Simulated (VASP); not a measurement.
Set up this calculation in VASP 6.6.1, as the native input.

- Task: single point
- Functional: PBEsol
- Potentials or basis: VASP PAW PBE potentials, release 64 (Cd, S)
- Cutoff: 500 eV
- k mesh: 7 × 7 × 7
- Occupations: gaussian, width 0.01 eV
- Spin: no spin polarisation
- Dipole correction: no
- Further INCAR settings: ALGO = Normal; EDIFF = 1e-06; NBANDS = 16

The structure of CdS (Hawleyite) lies in POSCAR:

```
CdS
1.0
    0.0000000000      2.9165000000      2.9165000000
    2.9165000000      0.0000000000      2.9165000000
    2.9165000000      2.9165000000      0.0000000000
Cd S
1 1
Direct
    0.0000000000      0.0000000000      0.0000000000
    0.2500000000      0.2500000000      0.2500000000
```

These files were run (other wordings do the same):

INCAR

```
PREC = Accurate ; ENCUT = 500
EDIFF = 1E-6 ; ISMEAR = 0
SIGMA = 0.01 ; LREAL = False
LASPH = True ; NELM = 120
ALGO = Normal ; ISIF = 2
LWAVE = False ; LCHARG = False
GGA = PS ; NBANDS = 16
GGA_COMPAT = False
```

KPOINTS

```
regular mesh
0
Gamma
  7 7 7
```

Potentials or basis: VASP PAW PBE potentials, release 64 (Cd, S).

The run is started by

```bash
$ cat potpaw_PBE.64/Cd/POTCAR potpaw_PBE.64/S/POTCAR > POTCAR
$ mpirun -np 1 vasp_std > vasp.out
```

It gave:

The pressure is 0.1 GPa and the band gap on the k mesh is 1.01 eV, direct.

Caveat: the PAW data sets were made with another functional, which shifts forces and pressure a little.

Run time: 12 s on 1 thread of Intel(R) Xeon(R) Platinum 8559C (Emerald Rapids), with other jobs on the host, peak memory 0.17 GiB.
